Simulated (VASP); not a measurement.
A run of VASP 6.6.1 is set up as follows.

INCAR

```
SYSTEM = CdS
PREC = Accurate
ENCUT = 520
EDIFF = 1E-6
ISMEAR = -1
SIGMA = 0.08
LREAL = .FALSE.
LASPH = .TRUE.
NELM = 80
ALGO = Normal
ISIF = 2
LWAVE = .FALSE.
LCHARG = .TRUE.
GGA = PE
LELF = .TRUE.
LVHAR = .TRUE.
NBANDS = 16
```

The input KPOINTS:

```
Automatic mesh
0
G
  12 12 12
  0 0 0
```

The input POSCAR:

```
CdS
1.0
    0.0000000000      2.8724237528      2.8724237528
    2.8724237528      0.0000000000      2.8724237528
    2.8724237528      2.8724237528      0.0000000000
Cd S
1 1
Direct
    0.0000000000      0.0000000000      0.0000000000
    0.2500000000      0.2500000000      0.2500000000
```

Potentials or basis: VASP PAW PBE potentials, release 64 (Cd, S).

The run is started by

```bash
$ cat potpaw_PBE.64/Cd/POTCAR potpaw_PBE.64/S/POTCAR > POTCAR
$ mpirun -np 1 vasp_std > vasp.out
```

Task: Estimate the pressure.

Result: 6.6 GPa.

Task: Predict the band gap on the k mesh.

Result: 1.25 eV, direct.

A k mesh can miss the band edges. Expect the measured gap to be larger: semilocal functionals such as PBE lack the derivative discontinuity.
